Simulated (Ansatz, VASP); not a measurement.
## Sb: VASP beside Ansatz

```
Sb
1.0
     4.52770    0.00000    0.00000
     0.00000    4.42110    0.00000
    -1.32052    0.00000    6.36435
Sb
4
Direct
  0.33993 0.25000 0.68367
  0.93664 0.75000 0.76276
  0.06336 0.25000 0.23724
  0.66007 0.75000 0.31633
```

Alike in both runs: functional r2SCAN; k mesh 6 × 6 × 4; occupations fermi-dirac, width 0.05 eV; no spin polarisation.

|  | VASP | Ansatz |
| --- | --- | --- |
| version | VASP 6.6.1 | Ansatz 0.2.0 |
| potentials or method | VASP PAW PBE potentials, release 64 (Sb) | Ansatz PAW |
| plane-wave cutoff (eV) | 520 | 500 |
| valence electrons in the cell | 20 | 60 |
| task | single point | band structure |

```csv
,VASP,Ansatz,Ansatz less VASP
gap on the k mesh at the Fermi level (eV),none,none,-
pressure (GPa),-0.6,-0.7,-0.07
"traceless stress, the component that is largest in VASP (GPa)",-0.57,-0.55,+0.017
rms of the force components (eV/Å),0.159,0.181,+0.0226
```

VASP's potentials were made for PBE, not for r2SCAN. Atom by atom the forces differ by 0.024 eV/Å (rms over components). A gap of «none» marks a metal or a gap that the smearing closes. The functional is the same, so the differences come from potentials, cutoffs and numerics. VASP's potentials hold 20 valence electrons a cell and Ansatz's 60, so a difference there can come from the potentials and not from the codes.

Spin-orbit coupling is off throughout.
